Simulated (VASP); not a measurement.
# PbS (Galena) (Fm-3m) in VASP: further runs, part 2 of 2

VASP 6.6.1. The steps go on from the part before.

## Step 4: Single point, PBEsol

This run uses another cell than the first one, of 25.71 Å³/atom, 1.138 times its volume.

The input, INCAR:

```
  PREC = Accurate
  ENCUT = 520
  EDIFF = 1E-6
  ISMEAR = -1
  SIGMA = 0.05
  LREAL = F
  LASPH = T
  NELM = 80
  ALGO = Normal
  ISIF = 2
  LWAVE = F
  LCHARG = T
  GGA = PS
  LELF = T
  LVHAR = T
  NBANDS = 17
```

The input, KPOINTS:

```
Automatic mesh
0
Gamma
  8 8 8
```

The input, POSCAR:

```
PbS
1.0
    0.0000000000      2.9513373888      2.9513373888
    2.9513373888      0.0000000000      2.9513373888
    2.9513373888      2.9513373888      0.0000000000
Pb S
1 1
Direct
    0.0000000000      0.0000000000      0.0000000000
    0.5000000000      0.5000000000      0.5000000000
```

Potentials or basis: VASP PAW PBE potentials, release 64 (Pb_d, S).

The run is started by

```
> cat potpaw_PBE.64/Pb_d/POTCAR potpaw_PBE.64/S/POTCAR > POTCAR
> mpirun -np 1 vasp_std > vasp.out
```

OUTCAR:

```text
PREC = Accurate
   ENCUT = 520
   EDIFF = 1E-6
   ISMEAR = -1
   LREAL = F
   LASPH = T
   NELM = 80
   ISIF = 2
   GGA = PS

 ion  position               nearest neighbor table
   1  0.000  0.000  0.000-   2 2.95   2 2.95   2 2.95   2 2.95   2 2.95   2 2.95
   2  0.500  0.500  0.500-   1 2.95   1 2.95   1 2.95   1 2.95   1 2.95   1 2.95

  LATTYP: Found a face centered cubic cell.
 ALAT       =     5.9026747776

  Lattice vectors:

 A1 = (   0.0000000000,   2.9513373888,   2.9513373888)
 A2 = (   2.9513373888,   0.0000000000,   2.9513373888)
 A3 = (   2.9513373888,   2.9513373888,   0.0000000000)

Analysis of symmetry for initial positions (statically):
=====================================================================
 Subroutine PRICEL returns:
 Original cell was already a primitive cell.

 Routine SETGRP: Setting up the symmetry group for a
 face centered cubic supercell.

 Subroutine GETGRP returns: Found 48 space group operations
[... 9 lines left out ...]

 Routine SETGRP: Setting up the symmetry group for a
 face centered cubic supercell.

 Subroutine GETGRP returns: Found 48 space group operations
[... 11 lines left out ...]
                                     Primitive cell

  volume of cell :      51.4146

  direct lattice vectors                    reciprocal lattice vectors
     0.000000000  2.951337389  2.951337389    -0.169414721  0.169414721  0.169414721
     2.951337389  0.000000000  2.951337389     0.169414721 -0.169414721  0.169414721
     2.951337389  2.951337389  0.000000000     0.169414721  0.169414721 -0.169414721

  length of vectors
     4.173821362  4.173821362  4.173821362     0.293434904  0.293434904  0.293434904

  position of ions in fractional coordinates (direct lattice)
     0.000000000  0.000000000  0.000000000
     0.500000000  0.500000000  0.500000000

  ion indices of the primitive-cell ions
   primitive index   ion index
                 1           1
                 2           2

----------------------------------------------------------------------------------------

 KPOINTS: Automatic mesh

Automatic generation of k-mesh.
 Grid dimensions read from file:
 generate k-points for:    8    8    8

 Generating k-lattice:

  Cartesian coordinates                     Fractional coordinates (reciprocal lattice)
    -0.021176840  0.021176840  0.021176840     0.125000000  0.000000000  0.000000000
     0.021176840 -0.021176840  0.021176840     0.000000000  0.125000000  0.000000000
     0.021176840  0.021176840 -0.021176840     0.000000000  0.000000000  0.125000000

  Length of vectors
     0.036679363  0.036679363  0.036679363

  Shift w.r.t. Gamma in fractional coordinates (k-lattice)
     0.000000000  0.000000000  0.000000000

 Subroutine IBZKPT returns following result:
 ===========================================

 Found     29 irreducible k-points:

 Following reciprocal coordinates:
            Coordinates               Weight
  0.000000  0.000000  0.000000      1.000000
  0.125000  0.000000  0.000000      8.000000
  0.250000  0.000000  0.000000      8.000000
  0.375000  0.000000  0.000000      8.000000
  0.500000  0.000000  0.000000      4.000000
  0.125000  0.125000  0.000000      6.000000
[... 16 lines left out ...]
  0.500000  0.250000  0.125000     48.000000
 -0.375000  0.250000  0.125000     24.000000
 [... further k-points ...]
   k-points           NKPTS =     29   k-points in BZ     NKDIM =     29   number of bands    NBANDS=     17
   number of dos      NEDOS =    301   number of ions     NIONS =      2
   total plane-waves  NPLWV =  32768
   dimension x,y,z NGX =    32 NGY =   32 NGZ =   32
   dimension x,y,z NGXF=    64 NGYF=   64 NGZF=   64
   ions per type =               1   1
   NGX,Y,Z   is equivalent  to a cutoff of  12.75, 12.75, 12.75 a.u.
   NGXF,Y,Z  is equivalent  to a cutoff of  25.49, 25.49, 25.49 a.u.
 SYSTEM =  unknown system
   PREC   = accura    normal or accurate (medium, high low for compatibility)
   ISTART =      0    job   : 0-new  1-cont  2-samecut
   ICHARG =      2    charge: 1-file 2-atom 10-const
   ISPIN  =      1    spin polarized calculation?
   LNONCOLLINEAR =      F non collinear calculations
   LSORBIT =      F    spin-orbit coupling
   LASPH  =      T    aspherical Exc in radial PAW
   ENCUT  =  520.0 eV  38.22 Ry    6.18 a.u.   7.76  7.76  7.76*2*pi/ulx,y,z
   NELM   =     80;   NELMIN=  2; NELMDL= -5     # of ELM steps
   EDIFF  = 0.1E-05   stopping-criterion for ELM
   LREAL  =      F    real-space projection
   EDIFFG = 0.1E-04   stopping-criterion for IOM
   NSW    =      0    number of steps for IOM
   IBRION =     -1    ionic relax: 0-MD 1-quasi-New 2-CG
   NFREE  =      0    steps in history (QN), initial steepest desc. (CG)
   ISIF   =      2    stress and relaxation
   ISYM   =      2    0-nonsym 1-usesym 2-fastsym
   POTIM  = 0.5000    time-step for ionic-motion
   TEBEG  =    0.0;   TEEND  =   0.0 temperature during run
   PSTRESS=    0.0 pullay stress
   NELECT =      20.0000    total number of electrons
   NUPDOWN=      -1.0000    fix difference up-down
   EMIN   =  10.00;   EMAX   =-10.00  energy-range for DOS
   EFERMI =   0.00;   METHOD = LEGACY
   ISMEAR =    -1;   SIGMA  =   0.05  broadening in eV -4-tet -1-fermi 0-gaus
   EFERMI_NEDOS =   21; number of points for ismear=-14 and -15
   IALGO  =     38    algorithm
   IMIX   =      4    mixing-type and parameters
     AMIX     =   0.40;   BMIX     =  1.00
     AMIX_MAG =   1.60;   BMIX_MAG =  1.00
  volume/ion in A,a.u.               =      25.71       173.48
  Fermi-wavevector in a.u.,A,eV,Ry     =   1.195059  2.258334 19.431374  1.428166
  Thomas-Fermi vector in A             =   2.331034
   LORBIT       =      0    0 simple, 1 ext, 2 COOP (PROOUT), +10 PAW based schemes
   GGA     = PS    functional components
   LHFCALC =     F    Hartree Fock is set to
   AEXX    =    0.0000 exact exchange contribution
   IVDW    =     0    specifies the selected vdW correction
   LEPSILON=     F    determine dielectric tensor
   LRPA    =     F    only Hartree local field effects (RPA)
 non-spin polarized calculation
  energy-cutoff  :      520.00
  volume of cell :       51.41
 maximum number of plane-waves:      1411
   NGX = 15   NGY = 15   NGZ = 15

 number of electron      19.9999997 magnetization

 Free energy of the ion-electron system (eV)
  ---------------------------------------------------
  ext. energy  EPLUGINS =         0.00000000
  ---------------------------------------------------
  free energy    TOTEN  =        -9.45767035 eV

  energy without entropy =       -9.45709788  energy(sigma->0) =       -9.45738411

 E-fermi :   5.9980     XC(G=0):  -9.9562

 val. band max:        5.8982133164   @ k =   0.5000   0.0000   0.0000
 cond. band min:       6.0977598077   @ k =   0.5000   0.0000   0.0000
 fundamental gap:      0.1995464914
 Fermi energy:         5.9979885659

 k-point     1 :       0.0000    0.0000    0.0000
  band No.  band energies     occupation
      1     -10.8864      2.00000
      2     -10.8864      2.00000
      3     -10.8864      2.00000
      4     -10.8736      2.00000
      5     -10.8736      2.00000
      6      -7.8565      2.00000
[... 9 lines left out ...]
     16      12.4886      0.00000
     17      14.2826      0.00000

 k-point     2 :       0.1250    0.0000    0.0000
  band No.  band energies     occupation
      1     -10.8857      2.00000
      2     -10.8841      2.00000
      3     -10.8841      2.00000
      4     -10.8734      2.00000
      5     -10.8734      2.00000
      6      -7.7183      2.00000
[... 9 lines left out ...]
     16      12.8703      0.00000
     17      15.5489      0.00000

 k-point     3 :       0.2500    0.0000    0.0000
  band No.  band energies     occupation
      1     -10.8933      2.00000
      2     -10.8933      2.00000
      3     -10.8844      2.00000
      4     -10.8586      2.00000
      5     -10.8586      2.00000
      6      -7.3329      2.00000
[... 392 lines left out ...]
 k-point    23 :       0.5000    0.2500    0.1250
  band No.  band energies     occupation
      1     -10.9444      2.00000
      2     -10.8876      2.00000
      3     -10.8799      2.00000
      4     -10.8500      2.00000
      5     -10.8378      2.00000
      6      -6.5400      2.00000
[... 9 lines left out ...]
     16      16.1004      0.00000
     17      17.1225      0.00000

 k-point    24 :      -0.3750    0.2500    0.1250
  band No.  band energies     occupation
      1     -10.9506      2.00000
      2     -10.8914      2.00000
      3     -10.8703      2.00000
      4     -10.8553      2.00000
      5     -10.8324      2.00000
      6      -6.3070      2.00000
[... 9 lines left out ...]
     16      16.7539      0.00000
     17      16.9717      0.00000

 [... further k-points ...]

------------------------ aborting loop because EDIFF is reached ----------------------------------------

  FORCE on cell =-STRESS in cart. coord.  units (eV):
  Direction    XX          YY          ZZ          XY          YZ          ZX
  --------------------------------------------------------------------------------------
  -------------------------------------------------------------------------------------
  Total       -0.0228854     -0.0228854     -0.0228854     -0.0000000      0.0000000     -0.0000000
  in kB       -0.7131517     -0.7131517     -0.7131517     -0.0000000      0.0000000     -0.0000000
  external PRESSURE =      -0.7131517 kB  Pullay stress =       0.0000000 kB

 VOLUME and BASIS-vectors are now :
 -----------------------------------------------------------------------------
  energy-cutoff  :      520.00
  volume of cell :       51.41
      direct lattice vectors                 reciprocal lattice vectors
     0.000000000  2.951337389  2.951337389    -0.169414721  0.169414721  0.169414721
     2.951337389  0.000000000  2.951337389     0.169414721 -0.169414721  0.169414721
     2.951337389  2.951337389  0.000000000     0.169414721  0.169414721 -0.169414721

 POSITION                                       TOTAL-FORCE (eV/Angst)
 -----------------------------------------------------------------------------------
      0.00000      0.00000      0.00000        -0.000000     -0.000000     -0.000000
      2.95134      2.95134      2.95134         0.000000      0.000000      0.000000
 -----------------------------------------------------------------------------------
    total drift:                                0.000000     -0.000000     -0.000000

  FREE ENERGIE OF THE ION-ELECTRON SYSTEM (eV)
  ---------------------------------------------------
  free  energy   TOTEN  =        -9.4576703472 eV

  energy  without entropy=       -9.4570978798  energy(sigma->0) =       -9.45738411
```

OSZICAR:

```text
N       E                     dE             d eps       ncg     rms          rms(c)
DAV:   1     0.159755655870E+03    0.15976E+03   -0.96494E+03   986   0.123E+03
DAV:   2     0.210712576983E+01   -0.15765E+03   -0.15254E+03  1062   0.319E+02
DAV:   3    -0.956309300719E+01   -0.11670E+02   -0.11568E+02  1324   0.903E+01
DAV:   4    -0.984109647896E+01   -0.27800E+00   -0.27776E+00  1227   0.153E+01
DAV:   5    -0.985163721335E+01   -0.10541E-01   -0.10540E-01  1463   0.293E+00    0.448E+00
DAV:   6    -0.946151289251E+01    0.39012E+00   -0.11082E+00  1561   0.758E+00    0.303E+00
DAV:   7    -0.945802847882E+01    0.34844E-02   -0.10742E-01  1208   0.169E+00    0.164E+00
DAV:   8    -0.945788932177E+01    0.13916E-03   -0.11015E-02  1164   0.107E+00    0.164E-01
DAV:   9    -0.945760217559E+01    0.28715E-03   -0.21658E-03  1525   0.373E-01    0.722E-02
DAV:  10    -0.945767018955E+01   -0.68014E-04   -0.18516E-04  1190   0.805E-02    0.343E-02
DAV:  11    -0.945767039301E+01   -0.20346E-06   -0.16148E-05  1382   0.417E-02    0.895E-03
DAV:  12    -0.945767034719E+01    0.45816E-07   -0.12160E-06   964   0.153E-02
   1 F= -.94576703E+01 E0= -.94573841E+01  d E =-.572467E-03
```

stdout:

```text
POSCAR found type information on POSCAR PbS
 POSCAR found :  2 types and       2 ions
 scaLAPACK will be used
 -----------------------------------------------------------------------------
|                                                                             |
|                                                                             |
|     You enforced a specific xc type in the INCAR file but a different       |
|     I HOPE YOU KNOW WHAT YOU ARE DOING!                                     |
|                                                                             |
 -----------------------------------------------------------------------------

 LDA part: xc-table for (Slater+PW92), standard interpolation
 POSCAR, INCAR and KPOINTS ok, starting setup
 FFT: planning ... GRIDC
 FFT: planning ... GRID_SOFT
 FFT: planning ... GRID
 WAVECAR not read
 entering main loop
```

Wall time 31 s (1 thread of Intel Xeon 6975P-C, shared host); peak memory 0.18 GiB.

What came out:

```
Free energy            : -9.4577 eV
Pressure               : -0.1 GPa
Band gap on the k mesh : 0.20 eV, direct
```

Caveat: the PAW data sets were made with another functional, which shifts forces and pressure a little; spin-orbit coupling is left out, which moves the levels of the heavy elements. A k mesh can miss the band edges.

## Step 5: Relaxation of cell and atoms, PBEsol, target pressure 5 GPa, at which the enthalpy is minimised

This run uses another cell than the first one, of 26.09 Å³/atom, 1.155 times its volume.

The input, INCAR:

```
  PREC = Accurate
  ENCUT = 600
  EDIFF = 1E-7
  ISMEAR = -1
  SIGMA = 0.05
  LREAL = F
  LASPH = T
  NELM = 80
  ALGO = Normal
  ISIF = 3
  LWAVE = F
  LCHARG = F
  GGA = PS
  IBRION = 2
  NSW = 80
  EDIFFG = -0.01
  PSTRESS = 50.0
```

The input, KPOINTS:

```
regular mesh
0
Gamma
  8 8 8
```

The input, POSCAR:

```
PbS
1.0
    0.0000000000      2.9657500000      2.9657500000
    2.9657500000      0.0000000000      2.9657500000
    2.9657500000      2.9657500000      0.0000000000
Pb S
1 1
Direct
    0.0000000000      0.0000000000      0.0000000000
    0.5000000000      0.5000000000      0.5000000000
```

The run is started by

```
> cat potpaw_PBE.64/Pb_d/POTCAR potpaw_PBE.64/S/POTCAR > POTCAR
> mpirun -np 1 vasp_std > vasp.out
```

Run time: 85 s. Hardware: 1 thread of Intel Xeon 6975P-C, shared host; peak memory 0.22 GiB.

Results (log left out):

```
Free energy                                            : -9.4056 eV
Relaxed volume                                         : 23.91 Å³/atom
Relaxed cell                                           : a = 4.074 Å, b = 4.074 Å, c = 4.074 Å, α = 60.00°, β = 60.00°, γ = 60.00°
Space group after relaxing (to 0.05 Å)                 : Fm-3m (No. 225)
Energy change on relaxing (the enthalpy is what falls) : +25.2 meV/atom
Ionic steps                                            : 3
Pressure after relaxing                                : 5.0 GPa
Band gap on the k mesh                                 : 0.11 eV, direct
```

Step by step:
| step | energy change (eV) | largest force (eV/Å) | pressure (GPa) | volume (Å³) |
| --- | --- | --- | --- | --- |
| 1 | 0.0000 | 0.0000 | -0.85 | 52.17 |
| 2 | 0.1635 | 0.0000 | 9.73 | 45.31 |
| 3 | 0.0505 | 0.0000 | 4.96 | 47.81 |

Final structure:
```
Pb S
1.0
     0.00000    2.88075    2.88075
     2.88075    0.00000    2.88075
     2.88075    2.88075    0.00000
Pb S
1 1
Direct
  0.00000 0.00000 0.00000
  0.50000 0.50000 0.50000
```

Levels at points of the mesh, in eV from the valence-band top:
```tsv
k point	band 7	band 8	band 9	band 10	band 11	band 12	band 13	band 14
(0.00, 0.00, 0.00)	-5.90	-2.64	-2.64	-2.64	5.41	5.41	5.41	6.40
(0.50, 0.00, 0.00)	-9.48	-2.16	-2.16	0.00	0.11	1.67	1.67	8.58
(0.50, 0.50, 0.00)	-7.40	-6.06	-4.08	-4.08	3.31	5.80	5.97	5.97
```

Caveat: the cell is relaxed towards a set pressure, so the enthalpy falls and the energy may rise; the PAW data sets were made with another functional, which shifts forces and pressure a little; spin-orbit coupling is left out, which moves the levels of the heavy elements.

## Step 6: The runs side by side

```csv
task,cell,cutoff (eV),gap on the mesh (eV),pressure (GPa)
single point,"a = 3.997 Å, angles 60.0°, 2 atoms",520,0.40,10.0
single point,"a = 4.074 Å, angles 60.0°, 2 atoms",520,0.11,4.9
single point,"a = 4.174 Å, angles 60.0°, 2 atoms",520,0.20,-0.1
relaxation of cell and atoms,"relaxed to 5 GPa from a = 4.194 Å, angles 60.0°, 2 atoms",600,0.11,5.0
```

Alike in all rows: level PBEsol; potentials or basis VASP PAW PBE potentials, release 64 (Pb_d, S); no spin polarisation; k mesh 8 × 8 × 8; smearing fermi-dirac 0.05 eV.

Caveats: the PAW data sets were made with another functional, which shifts forces and pressure a little; spin-orbit coupling is left out, which moves the levels of the heavy elements; the cell is relaxed towards a set pressure, so the enthalpy falls and the energy may rise (some runs).

Absolute energies hang on the potentials; compare differences alone.
